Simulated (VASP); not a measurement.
Crystal: B.

```xyz
8
Lattice="4.3928 0.0000 0.0000 0.0000 4.3928 0.0000 0.0000 0.0000 2.9666" Properties=species:S:1:pos:R:3 pbc="T T T"
B     4.0872    1.8477    0.4778
B     0.3057    2.5451    1.9612
B     2.5451    4.0872    2.7028
B     1.8477    0.3057    1.2195
B     0.6013    0.9005    2.3125
B     3.7915    3.4923    0.8292
B     3.4923    0.6013    1.5708
B     0.9005    3.7915    0.0875
```

* Program: VASP 6.6.1
* Task: relaxation of cell and atoms
* Functional: PBE
* Potentials or basis: VASP PAW PBE potentials, release 64 (B)
* Cutoff: 600 eV
* k mesh: 4 × 4 × 6
* Occupations: gaussian, width 0.1 eV
* Spin: no spin polarisation

At the start: pressure 23.8 GPa; volume 7.16 Å³/atom.

How do energy, volume and symmetry change on relaxing?

Over 17 steps the energy falls by 618.1 meV/atom and the volume is 7.92 Å³/atom (+10.7 %); space group P4_3 (No. 78, to 0.05 Å).

The path:
```
step  energy change (eV)  largest force (eV/Å)  pressure (GPa)  volume (Å³)
   1              0.0000                3.1024           23.83        57.25
   2             -2.2644                2.0745           -9.25        66.52
   3             -2.3303                2.1423          -12.86        68.23
   4             -3.9225                1.2548          -13.15        67.55
   5             -3.9318                1.2933          -12.77        67.49
   6             -4.4900                1.0009            8.81        60.75
   7             -4.4903                1.0044            8.42        60.85
   8             -4.7708                0.8144            5.74        61.44
   9             -4.7735                0.6671            5.91        61.39
  10             -4.8988                0.3949           -3.09        64.18
  11             -4.8988                0.3932           -3.18        64.21
  12             -4.9319                0.2560           -0.03        63.63
  13             -4.9341                0.1957           -0.70        63.74
  14             -4.9434                0.0647            0.36        63.32
  15             -4.9436                0.0760            0.51        63.26
  16             -4.9448                0.0403           -0.17        63.41
  17             -4.9449                0.0359           -0.06        63.39
```

Final structure:
```cif
data_structure
_symmetry_space_group_name_H-M 'P 1'
_symmetry_Int_Tables_number 1
_cell_length_a 4.5820
_cell_length_b 4.5820
_cell_length_c 3.0193
_cell_angle_alpha 90.000
_cell_angle_beta 90.000
_cell_angle_gamma 90.000
_cell_volume 63.39
loop_
_atom_site_label
_atom_site_type_symbol
_atom_site_fract_x
_atom_site_fract_y
_atom_site_fract_z
_atom_site_occupancy
B1 B 0.96808 0.38242 0.22908 1
B2 B 0.03192 0.61758 0.72908 1
B3 B 0.61758 0.96808 0.97908 1
B4 B 0.38242 0.03192 0.47908 1
B5 B 0.08777 0.23673 0.71149 1
B6 B 0.91223 0.76327 0.21149 1
B7 B 0.76327 0.08777 0.46149 1
B8 B 0.23673 0.91223 0.96150 1
```
